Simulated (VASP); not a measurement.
Input of a VASP 6.6.1 run:

Contents of INCAR:

```
  PREC = Accurate
  ENCUT = 520
  EDIFF = 1E-6
  ISMEAR = -1
  SIGMA = 0.11
  LREAL = Auto
  LASPH = T
  NELM = 100
  ALGO = Normal
  ISIF = 2
  LWAVE = F
  LCHARG = F
  GGA = PE
  NBANDS = 38
```

File KPOINTS:

```
regular mesh
0
Gamma
  2 2 2
```

File POSCAR:

```
Li
1.0
    7.3128730000      0.0000000000      0.0000000000
    0.0000000000      7.3128730000      0.0000000000
    0.0000000000      0.0000000000      7.3128730000
Li
16
Direct
    0.0650906969      0.0775755302      0.1112558635
    0.5123567714      0.0318752972     -0.0868331776
   -0.0141667987      0.5031127985     -0.0116780368
    0.1338461642     -0.0136061436      0.4973695017
    0.3538554546      0.3412612252      0.1880245972
    0.5584809144      0.5051229524     -0.0622053740
    0.4734937965     -0.0766319885      0.4461584387
    0.7733485868      0.3177684065      0.2945764271
   -0.0278549894      0.4833804717      0.5765586248
    0.1955045575      0.6751792353      0.3275046620
    0.2434474112      0.2692101996      0.8080271598
    0.5215186972      0.5210264147      0.5842710519
    0.6653335837      0.7387383864      0.2138284092
    0.7453978758      0.1689623216      0.6681095104
    0.2210895772      0.7697932126      0.8989353432
    0.7471892374      0.8185702117      0.6656891211
```

Potentials or basis: VASP PAW PBE potentials, release 64 (Li_sv).

Run with:

```sh
$ cat potpaw_PBE.64/Li_sv/POTCAR > POTCAR
$ mpirun -np 1 vasp_std > vasp.out
```

Question: What does it give for the band gap on the k mesh?

Answer: Zero (band 24 reaches 0.35 eV, above the bottom of band 25 at -0.29 eV).

Question: Estimate the largest force.

Answer: 0.819 eV/Å.

Forces on the atoms (eV/Å):
```
Li  -0.228 -0.145 -0.053
Li  -0.021 -0.098  0.420
Li  -0.327 -0.140  0.106
Li  -0.556  0.440  0.410
Li  -0.089 -0.166  0.390
Li   0.195 -0.003 -0.051
Li   0.043  0.481  0.091
Li  -0.158 -0.126 -0.158
Li   0.095  0.128  0.056
Li   0.039 -0.253 -0.385
Li  -0.022  0.046 -0.398
Li  -0.296 -0.088 -0.383
Li   0.388 -0.073 -0.032
Li   0.176  0.520  0.079
Li   0.253 -0.006 -0.323
Li   0.506 -0.518  0.230
```

Caveat: the k points lie up to 0.43 Å⁻¹ apart.
